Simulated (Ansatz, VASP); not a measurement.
# Tc in VASP and in Ansatz

INCAR

```
  ALGO = Normal
  EDIFF = 1E-7
  ENCUT = 520
  GGA = PS
  ISIF = 2
  ISMEAR = -1
  LASPH = T
  LCHARG = T
  LELF = T
  LREAL = F
  LVHAR = T
  LWAVE = F
  NBANDS = 34
  NELM = 80
  PREC = Accurate
  SIGMA = 0.05
```

Contents of KPOINTS:

```
k-points
0
Gamma
  11 11 3
```

File POSCAR:

```
Tc
1.0
    2.7754035734      0.0000000000      0.0000000000
   -1.3877017866      2.4035700003      0.0000000000
    0.0000000000      0.0000000000      8.8850882589
Tc
4
Direct
    0.6666666667      0.3333333333      0.7500000000
    0.0000000000      0.0000000000      0.5000000000
    0.3333333333      0.6666666667      0.2500000000
    0.0000000000      0.0000000000      0.0000000000
```

input.yaml

```yaml
crystal:
  lattice:
    - [2.7754035734, 0.0, 0.0]
    - [-1.3877017866, 2.4035700003, 0.0]
    - [0.0, 0.0, 8.8850882589]
  atoms:
    - { symbol: Tc, position: [0.6666666667, 0.3333333333, 0.75] }
    - { symbol: Tc, position: [0.0, 0.0, 0.5] }
    - { symbol: Tc, position: [0.3333333333, 0.6666666667, 0.25] }
    - { symbol: Tc, position: [0.0, 0.0, 0.0] }
hamiltonian:
  xc: pbesol
  pseudopotentials: { kind: paw }
kpoints:
  mp_grid: { grid: [11, 11, 3] }
scf:
  occupations: { method: fermi_dirac, width: 0.05 }
output:
  forces: true
  stress: true
  eigenvalues: true
```

Alike in both runs: task single point; functional PBEsol; k mesh 11 × 11 × 3; occupations fermi-dirac, width 0.05 eV; no spin polarisation.

|  | VASP | Ansatz |
| --- | --- | --- |
| version | VASP 6.6.1 | Ansatz 0.2.0 |
| potentials or method | VASP PAW PBE potentials, release 64 (Tc_pv) | Ansatz PAW earlier set |
| plane-wave cutoff (eV) | 520 | 500 |
| valence electrons in the cell | 52 | 60 |

VASP gave:

- gap on the k mesh at the Fermi level (eV): none
- pressure (GPa): -16.8
- traceless stress, the component that is largest in VASP (GPa): 0.90

Question: What did Ansatz give for the same quantities?

Answer: gap on the k mesh at the Fermi level (eV): none; pressure (GPa): -16.2; traceless stress, the component that is largest in VASP (GPa): 0.93.

VASP's potentials were made for PBE, not for PBEsol. A gap of «none» marks a metal or a gap that the smearing closes. With one functional, cell and mesh, what is left measures potentials, basis and numerics. VASP's potentials hold 52 valence electrons a cell and Ansatz's 60, so a difference there can come from the potentials and not from the codes.
